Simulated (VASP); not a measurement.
Here is a VASP 6.6.1 calculation.

POSCAR

```
BN
1.0
    0.0000000000      1.7894250000      1.8075000000
    1.7894250000      0.0000000000      1.8075000000
    1.7894250000      1.7894250000      0.0000000000
B N
1 1
Direct
    0.0000000000      0.0000000000      0.0000000000
    0.2500000000      0.2500000000      0.2500000000
```

Contents of INCAR.step1:

```
PREC = Accurate
ENCUT = 910
ISMEAR = 0
SIGMA = 0.05
LREAL = F
LASPH = T
NELM = 120
NBANDS = 11
GGA = PE
ALGO = Normal
EDIFF = 1E-5
LWAVE = T
LCHARG = F
GGA_COMPAT = F
```

File INCAR.step2:

```
PREC = Accurate
ENCUT = 910
EDIFF = 1E-6
ISMEAR = 0
SIGMA = 0.05
LREAL = F
LASPH = T
NELM = 120
ALGO = Normal
ISIF = 2
LWAVE = F
LCHARG = F
METAGGA = R2SCAN
LMIXTAU = T
NBANDS = 11
ISTART = 1
GGA_COMPAT = F
```

Contents of KPOINTS:

```
regular mesh
0
Gamma
  10 10 10
```

Potentials or basis: VASP PAW PBE potentials, release 64 (B_h, N_h).

Run with:

```console
$ cat potpaw_PBE.64/B_h/POTCAR potpaw_PBE.64/N_h/POTCAR > POTCAR
$ cp INCAR.step1 INCAR
$ mpirun -np 1 vasp_std > vasp.out
$ cp INCAR.step2 INCAR
$ mpirun -np 1 vasp_std > vasp.out
```

**Question.** What does it give for the pressure?

**Answer.** 5.7 GPa.

**Question.** Predict the band gap on the k mesh.

**Answer.** 4.92 eV, indirect (least direct gap 9.59 eV).

Stress tensor (GPa, compression positive):
```
7.98 0.00 0.00
0.00 7.98 0.00
0.00 0.00 1.26
```

Caveat: the cutoff is under 1.25 times the usual one of these potentials, so pressure, stress and relaxed cells hold a basis-set (Pulay) error; the PAW data sets were made with another functional, which shifts forces and pressure a little. A k mesh can miss the band edges.
